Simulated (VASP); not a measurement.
Wanted: the native input for a VASP 6.6.1 run.

* Task: single point
* Functional: PBE
* Potentials or basis: VASP PAW PBE potentials, release 64 (Tl_d, C, Yb)
* Cutoff: 520 eV
* k mesh: 4 × 4 × 4
* Occupations: fermi-dirac, width 0.1 eV
* Spin: no spin polarisation
* Dipole correction: no
* Further INCAR settings: ALGO = Normal; EDIFF = 1e-07; NBANDS = 52

The structure of Yb3TlC lies in POSCAR:

```
Yb3TlC
1.0
    4.9327240794      0.0000000000      0.0000000000
    0.0000000000      4.9327240794      0.0000000000
    0.0000000000      0.0000000000      4.9327240794
Tl C Yb
1 1 3
Direct
    0.0000000000      0.0000000000      0.0000000000
    0.5000000000      0.5000000000      0.5000000000
    0.5000000000      0.5000000000      0.0000000000
    0.0000000000      0.5000000000      0.5000000000
    0.5000000000      0.0000000000      0.5000000000
```

These files were run (other wordings do the same):

INCAR

```
PREC = Accurate ; ENCUT = 520
EDIFF = 1E-7 ; ISMEAR = -1
SIGMA = 0.1 ; LREAL = F
LASPH = T ; NELM = 100
ALGO = Normal ; ISIF = 2
LWAVE = F ; LCHARG = F
GGA = PE ; NBANDS = 52
```

KPOINTS

```
regular mesh
0
Gamma
  4 4 4
```

Potentials or basis: VASP PAW PBE potentials, release 64 (Tl_d, C, Yb).

The run is started by

```console
$ cat potpaw_PBE.64/Tl_d/POTCAR potpaw_PBE.64/C/POTCAR potpaw_PBE.64/Yb/POTCAR > POTCAR
$ mpirun -np 1 vasp_std > vasp.out
```

It gave:

The pressure is -0.4 GPa.

Wall time 4.5 min on 1 thread of Intel(R) Xeon(R) Platinum 8259CL CPU @ 2.50GHz (Skylake/Cascade Lake) (shared host), peak memory 0.28 GiB.
